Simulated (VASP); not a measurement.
# Sc2As3Se3 (Pmmm) in VASP: single point with PBE

Aim: the single point of Sc2As3Se3 with PBE.

Program: VASP 6.6.1. These are calculated values, not measurements. Logs are shortened: lines on timing, memory, paths and dates and some standing lists are left out, and cuts for length are marked.

## Step 1: The cell of the first run

Symmetry: Pmmm, No. 47, orthorhombic system. The conventional cell has a = 3.807 Å, b = 5.722 Å, c = 7.631 Å, α = 90.00°, β = 90.00°, γ = 90.00°. Sc (site symmetry mm2) has 6 Se at 2.69 to 3.43 Å and 6 As at 3.44 Å within 3.5 Å. Within 3.5 Å of As (site symmetry mm2) lie 2 As at 2.65 Å and 6 Se at 2.74 to 3.47 Å and 4 Sc at 3.44 Å. As (site symmetry mmm) has 4 As at 2.65 Å and 4 Se at 3.44 Å and 4 Sc at 3.44 Å within 3.5 Å. Se (site symmetry mmm) has 4 As at 2.74 Å and 4 Sc at 3.43 Å and 4 Se at 3.44 Å within 3.6 Å. Within 3.6 Å of Se (site symmetry mmm) lie 4 Sc at 2.70 Å and 8 As at 3.41 to 3.44 Å. Within 3.5 Å of Se (site symmetry mmm) lie 4 Sc at 2.69 Å and 4 Se at 3.44 Å and 4 As at 3.47 Å.

The cell was built from a structure type or drawn by symmetry, and may not be a known phase.

## Step 2: Single point, PBE

Contents of INCAR:

```
SYSTEM = Sc2As3Se3
PREC = Accurate ; ENCUT = 520
EDIFF = 1E-7 ; ISMEAR = 0
SIGMA = 0.2 ; LREAL = .FALSE.
LASPH = .TRUE. ; NELM = 80
ALGO = Normal ; ISIF = 2
LWAVE = .FALSE. ; LCHARG = .FALSE.
GGA = PE ; NBANDS = 38
```

Contents of KPOINTS:

```
Automatic mesh
0
G
  4 4 2
  0 0 0
```

Contents of POSCAR:

```
Sc2As3Se3
1.0
    3.8067417700      0.0000000000      0.0000000000
    0.0000000000      5.7221270126      0.0000000000
    0.0000000000      0.0000000000      7.6307320209
Sc As Se
2 3 3
Direct
    0.0000000000      0.0000000000      0.7487576144
    0.0000000000      0.0000000000      0.2512423856
    0.5000000000      0.5000000000      0.7574325008
    0.5000000000      0.5000000000      0.2425674992
    0.0000000000      0.5000000000      0.0000000000
    0.0000000000      0.5000000000      0.5000000000
    0.5000000000      0.0000000000      0.0000000000
    0.5000000000      0.0000000000      0.5000000000
```

Potentials or basis: VASP PAW PBE potentials, release 64 (Sc_sv, As, Se).

Launch:

```sh
cat potpaw_PBE.64/Sc_sv/POTCAR potpaw_PBE.64/As/POTCAR potpaw_PBE.64/Se/POTCAR > POTCAR
mpirun -np 1 vasp_std > vasp.out
```

OUTCAR:

```text
SYSTEM = Sc2As3Se3
   PREC = Accurate
   ENCUT = 520
   EDIFF = 1E-7
   ISMEAR = 0
   LREAL = .FALSE.
   LASPH = .TRUE.
   NELM = 80
   ISIF = 2
   GGA = PE

 ion  position               nearest neighbor table
   1  0.000  0.000  0.749-   8 2.69   8 2.69   7 2.70   7 2.70
   2  0.000  0.000  0.251-   8 2.69   8 2.69   7 2.70   7 2.70
   3  0.500  0.500  0.757-   5 2.65   5 2.65   6 2.74   6 2.74
   4  0.500  0.500  0.243-   5 2.65   5 2.65   6 2.74   6 2.74
   5  0.000  0.500  0.000-   3 2.65   4 2.65   3 2.65   4 2.65
   6  0.000  0.500  0.500-   3 2.74   4 2.74   3 2.74   4 2.74
   7  0.500  0.000  0.000-   1 2.70   2 2.70   1 2.70   2 2.70
   8  0.500  0.000  0.500-   1 2.69   2 2.69   1 2.69   2 2.69

  LATTYP: Found a simple orthorhombic cell.
 ALAT       =     3.8067417700
 B/A-ratio  =     1.5031560737
 C/A-ratio  =     2.0045310352

  Lattice vectors:

 A1 = (   3.8067417700,   0.0000000000,   0.0000000000)
 A2 = (   0.0000000000,   5.7221270126,   0.0000000000)
 A3 = (   0.0000000000,   0.0000000000,   7.6307320209)

Analysis of symmetry for initial positions (statically):
=====================================================================
 Subroutine PRICEL returns:
 Original cell was already a primitive cell.

 Routine SETGRP: Setting up the symmetry group for a
 simple orthorhombic supercell.

 Subroutine GETGRP returns: Found  8 space group operations
 (whereof  8 operations were pure point group operations)
 out of a pool of  8 trial point group operations.

The static configuration has the point symmetry D_2h.

Analysis of symmetry for dynamics (positions and initial velocities):
=====================================================================
 Subroutine PRICEL returns:
 Original cell was already a primitive cell.

 Routine SETGRP: Setting up the symmetry group for a
 simple orthorhombic supercell.

 Subroutine GETGRP returns: Found  8 space group operations
 (whereof  8 operations were pure point group operations)
 out of a pool of  8 trial point group operations.

The dynamic configuration has the point symmetry D_2h.

 Subroutine INISYM returns: Found  8 space group operations
 (whereof  8 operations are pure point group operations),
 and found     1 'primitive' translations

----------------------------------------------------------------------------------------

                                     Primitive cell

  volume of cell :     166.2176

[... 98 lines left out ...]
   NFREE  =      0    steps in history (QN), initial steepest desc. (CG)
   ISIF   =      2    stress and relaxation
   ISYM   =      2    0-nonsym 1-usesym 2-fastsym
   POTIM  = 0.5000    time-step for ionic-motion
   TEBEG  =    0.0;   TEEND  =   0.0 temperature during run
   PSTRESS=    0.0 pullay stress
   NELECT =      55.0000    total number of electrons
   NUPDOWN=      -1.0000    fix difference up-down
   EMIN   =  10.00;   EMAX   =-10.00  energy-range for DOS
   EFERMI =   0.00;   METHOD = LEGACY
   ISMEAR =     0;   SIGMA  =   0.20  broadening in eV -4-tet -1-fermi 0-gaus
   EFERMI_NEDOS =   21; number of points for ismear=-14 and -15
   IALGO  =     38    algorithm
   IMIX   =      4    mixing-type and parameters
     AMIX     =   0.40;   BMIX     =  1.00
     AMIX_MAG =   1.60;   BMIX_MAG =  1.00
  volume/ion in A,a.u.               =      20.78       140.21
  Fermi-wavevector in a.u.,A,eV,Ry     =   1.132322  2.139779 17.444758  1.282154
  Thomas-Fermi vector in A             =   2.269023
   LORBIT       =      0    0 simple, 1 ext, 2 COOP (PROOUT), +10 PAW based schemes
   GGA     = PE    functional components
   LHFCALC =     F    Hartree Fock is set to
   AEXX    =    0.0000 exact exchange contribution
   IVDW    =     0    specifies the selected vdW correction
   LEPSILON=     F    determine dielectric tensor
   LRPA    =     F    only Hartree local field effects (RPA)
 non-spin polarized calculation
 Gauss-broadening in eV      SIGMA  =   0.20
  energy-cutoff  :      520.00
  volume of cell :      166.22
 maximum number of plane-waves:      4500
   NGX = 15   NGY = 21   NGZ = 29

 number of electron      55.0000008 magnetization

 Free energy of the ion-electron system (eV)
  ---------------------------------------------------
  ext. energy  EPLUGINS =         0.00000000
  ---------------------------------------------------
  free energy    TOTEN  =       -41.65374141 eV

  energy without entropy =      -41.57705961  energy(sigma->0) =      -41.61540051

 E-fermi :   5.3982     XC(G=0): -10.3508

 val. band max:        5.3644131744   @ k =   0.5000   0.5000   0.0000
 cond. band min:       5.4069788193   @ k =   0.2500   0.5000   0.0000
 fundamental gap:      0.0425656449
 Fermi energy:         5.3981623371

 k-point     1 :       0.0000    0.0000    0.0000
  band No.  band energies     occupation
      1     -45.0533      2.00000
      2     -45.0503      2.00000
      3     -23.7056      2.00000
      4     -23.6812      2.00000
      5     -23.6765      2.00000
      6     -23.6470      2.00000
[... 727 lines left out ...]
     37       8.4108      0.00000
     38       8.4895      0.00000

------------------------ aborting loop because EDIFF is reached ----------------------------------------

  FORCE on cell =-STRESS in cart. coord.  units (eV):
  Direction    XX          YY          ZZ          XY          YZ          ZX
  --------------------------------------------------------------------------------------
  -------------------------------------------------------------------------------------
  Total       -0.0237280      0.4691979      0.3690071     -0.0000000      0.0000000      0.0000000
  in kB       -0.2287150      4.5226138      3.5568712     -0.0000000      0.0000000      0.0000000
  external PRESSURE =       2.6169233 kB  Pullay stress =       0.0000000 kB

 VOLUME and BASIS-vectors are now :
 -----------------------------------------------------------------------------
  energy-cutoff  :      520.00
  volume of cell :      166.22
      direct lattice vectors                 reciprocal lattice vectors
     3.806741770  0.000000000  0.000000000     0.262691840  0.000000000  0.000000000
     0.000000000  5.722127013  0.000000000     0.000000000  0.174760189  0.000000000
     0.000000000  0.000000000  7.630732021     0.000000000  0.000000000  0.131049026

 POSITION                                       TOTAL-FORCE (eV/Angst)
 -----------------------------------------------------------------------------------
      0.00000      0.00000      5.71357         0.000000      0.000000      0.030432
      0.00000      0.00000      1.91716         0.000000      0.000000     -0.030432
      1.90337      2.86106      5.77976         0.000000      0.000000     -0.003963
      1.90337      2.86106      1.85097         0.000000     -0.000000      0.003963
      0.00000      2.86106      0.00000         0.000000      0.000000      0.000000
      0.00000      2.86106      3.81537         0.000000      0.000000      0.000000
      1.90337      0.00000      0.00000         0.000000      0.000000      0.000000
      1.90337      0.00000      3.81537         0.000000      0.000000      0.000000
 -----------------------------------------------------------------------------------
    total drift:                               -0.000000     -0.000000      0.000000

  FREE ENERGIE OF THE ION-ELECTRON SYSTEM (eV)
  ---------------------------------------------------
  free  energy   TOTEN  =       -41.6537414051 eV

  energy  without entropy=      -41.5770596111  energy(sigma->0) =      -41.61540051
```

stdout:

```text
POSCAR found type information on POSCAR ScAsSe
 POSCAR found :  3 types and       8 ions
 scaLAPACK will be used
 LDA part: xc-table for (Slater+PW92), standard interpolation
 POSCAR, INCAR and KPOINTS ok, starting setup
 FFT: planning ... GRIDC
 FFT: planning ... GRID_SOFT
 FFT: planning ... GRID
 WAVECAR not read
 entering main loop
```

Wall time 2.9 min (1 thread of Intel Xeon 8259CL, shared host); peak memory 0.33 GiB.

What came out:

* Free energy: -41.6537 eV
* Pressure: 0.3 GPa
* Largest force: 0.030 eV/Å
* Band gap on the k mesh: zero (an odd number of electrons rules out a gap without spin polarisation)

Forces in eV/Å, atoms in the order of the input:
```
Sc   0.000  0.000  0.030
Sc   0.000  0.000 -0.030
As   0.000  0.000 -0.004
As   0.000  0.000  0.004
As   0.000  0.000  0.000
Se   0.000  0.000  0.000
Se   0.000  0.000  0.000
Se   0.000  0.000  0.000
```

Caveat: the k points lie up to 0.41 Å⁻¹ apart, too coarse for converged energies and pressures of a metal.
